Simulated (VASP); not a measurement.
# HfN (P6_3/mmc) in VASP: further runs, part 2 of 2

VASP 6.6.1. Earlier steps stand in the parts before.

### Step 3. Relaxation of cell and atoms, PBEsol, target pressure 40 GPa, at which the enthalpy is minimised

This run uses another cell than the first one, of 10.17 Å³/atom.

INCAR reads:

```
PREC = Accurate ; ENCUT = 600
EDIFF = 1E-7 ; ISMEAR = 0
SIGMA = 0.1 ; LREAL = False
LASPH = True ; NELM = 60
ALGO = Normal ; ISIF = 3
LWAVE = False ; LCHARG = False
GGA = PS ; IBRION = 2
NSW = 70 ; EDIFFG = -0.008
PSTRESS = 400.0
```

KPOINTS reads:

```
regular mesh
0
Gamma
  18 18 8
```

POSCAR reads:

```
HfN
1.0
    3.0089795097      0.0000000000      0.0000000000
   -1.5044897549      2.6058526948      0.0000000000
    0.0000000000      0.0000000000      5.1893597410
Hf N
2 2
Direct
    0.6666666667      0.3333333333      0.7500000000
    0.3333333333      0.6666666667      0.2500000000
    0.0000000000      0.0000000000      0.0000000000
    0.0000000000      0.0000000000      0.5000000000
```

Potentials or basis: VASP PAW PBE potentials, release 64 (Hf_pv, N).

Command:

```sh
$ cat potpaw_PBE.64/Hf_pv/POTCAR potpaw_PBE.64/N/POTCAR > POTCAR
$ mpirun -np 1 vasp_std > vasp.out
```

Wall time 9.1 min (1 thread of Intel Xeon 8259CL, shared host); peak memory 0.3 GiB.

Results (log left out):

```
Free energy                                                : -45.3366 eV
Relaxed volume                                             : 10.15 Å³/atom
Relaxed cell                                               : a = 3.005 Å, b = 3.005 Å, c = 5.190 Å, α = 90.00°, β = 90.00°, γ = 120.00°
Space group after relaxing (to 0.1 Å)                      : P6_3/mmc (No. 194)
Energy change on relaxing (the run minimises the enthalpy) : +6.3 meV/atom
Ionic steps                                                : 5
Pressure after relaxing                                    : 40.0 GPa
Band gap on the k mesh                                     : zero (bands 15 and 16 overlap by 2.75 eV)
```

Step by step:
```
step  energy change (eV)  largest force (eV/Å)  pressure (GPa)  volume (Å³)
   1              0.0000                0.0000           38.89        40.69
   2              0.1062                0.0000           43.49        40.28
   3              0.0267                0.0000           40.08        40.58
   4              0.0246                0.0000           39.97        40.59
   5              0.0252                0.0000           40.00        40.59
```

Final structure:
```
CELL_PARAMETERS angstrom
3.00487 0.00000 0.00000
-1.50243 2.60229 0.00000
0.00000 0.00000 5.19041
ATOMIC_POSITIONS crystal
Hf 0.66667 0.33333 0.75000
Hf 0.33333 0.66667 0.25000
N 0.00000 0.00000 0.00000
N 0.00000 0.00000 0.50000
```

Levels at points of the mesh, in eV from the Fermi level:
```tsv
k point	band 11	band 12	band 13	band 14	band 15	band 16	band 17	band 18	band 19
(0.00, 0.00, 0.00)	-5.21	-3.92	-3.92	-1.68	-0.79	0.75	0.75	1.93	2.05
(0.50, 0.00, 0.00)	-6.10	-6.00	-3.28	-3.13	-2.43	2.97	3.27	5.20	5.45
(0.00, 0.00, 0.50)	-4.84	-4.84	-4.84	-4.84	2.22	2.22	3.36	3.36	3.36
(0.50, 0.00, 0.50)	-6.05	-6.05	-4.83	-4.83	-0.13	-0.13	5.58	5.58	5.62
```

Caveat: the cell is relaxed towards a set pressure, so the run minimises the enthalpy, not the energy; the PAW data sets were made with another functional, which shifts forces and pressure a little; spin-orbit coupling is left out, which moves the levels of the heavy elements.

### Step 4. Single point, PBEsol (biaxial strain in the a-b plane: +2.0 %, then relaxed in part)

INCAR reads:

```
SYSTEM = HfN
PREC = Accurate
ENCUT = 520
EDIFF = 1E-6
ISMEAR = 0
SIGMA = 0.1
LREAL = .FALSE.
LASPH = .TRUE.
NELM = 100
ALGO = Normal
ISIF = 2
LWAVE = .FALSE.
LCHARG = .FALSE.
GGA = PS
NBANDS = 23
```

KPOINTS reads:

```
regular mesh
0
G
  18 18 10
  0 0 0
```

POSCAR reads:

```
HfN
1.0
    3.1902614504      0.0000000000      0.0000000000
   -1.5951307252      2.7628474608      0.0000000000
    0.0000000000      0.0000000000      5.3446145860
Hf N
2 2
Direct
    0.6666666667      0.3333333333      0.7500000000
    0.3333333333      0.6666666667      0.2500000000
    0.0000000000      0.0000000000      0.0000000000
    0.0000000000      0.0000000000      0.5000000000
```

Command:

```sh
$ cat potpaw_PBE.64/Hf_pv/POTCAR potpaw_PBE.64/N/POTCAR > POTCAR
$ mpirun -np 1 vasp_std > vasp.out
```

Wall time 4.5 min (1 thread of Intel Xeon 8259CL, shared host); peak memory 0.32 GiB.

The run converged. Its results:

| Property | Result |
| --- | --- |
| Free energy | -45.7811 eV |
| Pressure | -10.1 GPa |
| Band gap on the k mesh | zero (bands 15 and 16 overlap by 2.34 eV) |

Stress tensor (GPa, compression positive):
```
-14.19   0.00   0.00
  0.00 -14.19   0.00
  0.00   0.00  -1.83
```

Levels at points of the mesh, in eV from the Fermi level:
```tsv
k point	band 13	band 14	band 15	band 16	band 17	band 18
(0.00, 0.00, 0.00)	-3.65	-1.47	-0.37	0.66	0.66	0.75
(0.50, 0.00, 0.00)	-3.38	-2.81	-2.15	2.58	2.60	4.00
(0.00, 0.00, 0.50)	-4.50	-4.50	1.88	1.88	2.71	2.71
(0.50, 0.00, 0.50)	-4.52	-4.52	-0.31	-0.31	4.36	4.36
```

Caveat: the cell differs from its parent crystal (biaxial strain in the a-b plane: +2.0 %, then relaxed in part); the cell stands under tension; the PAW data sets were made with another functional, which shifts forces and pressure a little; spin-orbit coupling is left out, which moves the levels of the heavy elements.

### Step 5. Single point, PBEsol (biaxial strain in the a-b plane: +4.0 %)

INCAR reads:

```
ALGO = Normal
EDIFF = 1E-6
ENCUT = 520
GGA = PS
ISIF = 2
ISMEAR = 0
LASPH = T
LCHARG = F
LREAL = F
LWAVE = F
NBANDS = 23
NELM = 60
PREC = Accurate
SIGMA = 0.1
```

KPOINTS reads:

```
k-points
0
Gamma
  18 18 10
```

POSCAR reads:

```
HfN
1.0
    3.2528155965      0.0000000000      0.0000000000
   -1.6264077983      2.8170209404      0.0000000000
    0.0000000000      0.0000000000      5.2615534666
Hf N
2 2
Direct
    0.6666666667      0.3333333333      0.7500000000
    0.3333333333      0.6666666667      0.2500000000
    0.0000000000      0.0000000000      0.0000000000
    0.0000000000      0.0000000000      0.5000000000
```

Command:

```sh
$ cat potpaw_PBE.64/Hf_pv/POTCAR potpaw_PBE.64/N/POTCAR > POTCAR
$ mpirun -np 1 vasp_std > vasp.out
```

Wall time 4.8 min (1 thread of Intel Xeon 8259CL, shared host); peak memory 0.33 GiB.

The run converged. Its results:

```
Free energy            : -45.5556 eV
Pressure               : -15.2 GPa
Band gap on the k mesh : zero (bands 15 and 16 overlap by 2.27 eV)
```

Stress tensor (GPa, compression positive):
```
-24.32   0.00   0.00
  0.00 -24.32   0.00
  0.00   0.00   3.05
```

Levels at points of the mesh, in eV from the Fermi level:
| k point | band 11 | band 12 | band 13 | band 14 | band 15 | band 16 | band 17 | band 18 | band 19 | band 20 |
| --- | --- | --- | --- | --- | --- | --- | --- | --- | --- | --- |
| (0.00, 0.00, 0.00) | -4.95 | -3.68 | -3.68 | -1.14 | -0.29 | 0.65 | 0.65 | 0.76 | 1.24 | 1.24 |
| (0.50, 0.00, 0.00) | -5.48 | -5.45 | -3.47 | -2.79 | -1.79 | 2.48 | 2.66 | 3.69 | 4.65 | 5.04 |
| (0.00, 0.00, 0.50) | -4.58 | -4.58 | -4.58 | -4.58 | 1.84 | 1.84 | 2.56 | 2.56 | 2.99 | 2.99 |
| (0.50, 0.00, 0.50) | -5.02 | -5.02 | -4.54 | -4.54 | -0.30 | -0.30 | 4.00 | 4.00 | 4.05 | 4.05 |

Caveat: the cell differs from its parent crystal (biaxial strain in the a-b plane: +4.0 %); the cell stands under tension; the PAW data sets were made with another functional, which shifts forces and pressure a little; spin-orbit coupling is left out, which moves the levels of the heavy elements.

### Step 6. Single point, PBEsol (biaxial strain in the a-b plane: +4.0 %, then relaxed in part)

Changes to INCAR since step 5:

```diff
@@ -11,3 +11,3 @@
 NBANDS = 23
-NELM = 60
+NELM = 100
 PREC = Accurate
```

KPOINTS is that of step 5.

Changes to POSCAR since step 5:

```diff
@@ -4,3 +4,3 @@
    -1.6264077983      2.8170209404      0.0000000000
-    0.0000000000      0.0000000000      5.2615534666
+    0.0000000000      0.0000000000      5.3076524527
 Hf N
```

Potentials or basis: VASP PAW PBE potentials, release 64 (Hf_pv, N).

Command:

```sh
$ cat potpaw_PBE.64/Hf_pv/POTCAR potpaw_PBE.64/N/POTCAR > POTCAR
$ mpirun -np 1 vasp_std > vasp.out
```

Run time: 4 min. Hardware: 1 thread of Intel Xeon 8259CL, shared host; peak memory 0.33 GiB.

The run converged. Its results:

| Quantity | Value |
| --- | --- |
| Free energy | -45.5576 eV |
| Pressure | -17.1 GPa |
| Band gap on the k mesh | zero (bands 15 and 16 overlap by 2.24 eV) |

Stress tensor (GPa, compression positive):
```
-24.86   0.00   0.00
  0.00 -24.86   0.00
  0.00   0.00  -1.71
```

Levels at points of the mesh, in eV from the Fermi level:
```csv
k point,band 11,band 12,band 13,band 14,band 15,band 16,band 17,band 18,band 19,band 20
"(0.00, 0.00, 0.00)",-4.87,-3.63,-3.63,-1.22,-0.28,0.64,0.65,0.65,1.29,1.29
"(0.50, 0.00, 0.00)",-5.46,-5.42,-3.44,-2.76,-1.87,2.45,2.60,3.68,4.55,5.04
"(0.00, 0.00, 0.50)",-4.51,-4.51,-4.51,-4.51,1.80,1.80,2.53,2.53,2.92,2.92
"(0.50, 0.00, 0.50)",-5.02,-5.02,-4.49,-4.49,-0.31,-0.31,4.01,4.01,4.06,4.06
```

Caveat: the cell differs from its parent crystal (biaxial strain in the a-b plane: +4.0 %, then relaxed in part); the cell stands under tension; the PAW data sets were made with another functional, which shifts forces and pressure a little; spin-orbit coupling is left out, which moves the levels of the heavy elements.

### Step 7. Summary

```tsv
task	cell	k mesh	cutoff (eV)	gap on the mesh (eV)	pressure (GPa)
single point	a = 3.135, b = 3.135, c = 5.404 Å, angles 90.0, 90.0, 120.0°, 4 atoms	18 × 18 × 8	520	none	-4.1
relaxation of cell and atoms	relaxed to 40 GPa from a = 3.009, b = 3.009, c = 5.189 Å, angles 90.0, 90.0, 120.0°, 4 atoms	18 × 18 × 8	600	none	40.0
single point	a = 3.190, b = 3.190, c = 5.345 Å, angles 90.0, 90.0, 120.0°, 4 atoms	18 × 18 × 10	520	none	-10.1
single point	a = 3.253, b = 3.253, c = 5.262 Å, angles 90.0, 90.0, 120.0°, 4 atoms	18 × 18 × 10	520	none	-15.2
single point	a = 3.253, b = 3.253, c = 5.308 Å, angles 90.0, 90.0, 120.0°, 4 atoms	18 × 18 × 10	520	none	-17.1
```

Alike in all rows: level PBEsol; potentials or basis VASP PAW PBE potentials, release 64 (Hf_pv, N); no spin polarisation; smearing gaussian 0.1 eV.

Caveats: the PAW data sets were made with another functional, which shifts forces and pressure a little; spin-orbit coupling is left out, which moves the levels of the heavy elements; the cell stands under tension (at least some runs); the cell is relaxed towards a set pressure, so the run minimises the enthalpy, not the energy (at least some runs).

Total energies depend on the potentials used, so only differences within one code and one set of settings carry meaning.
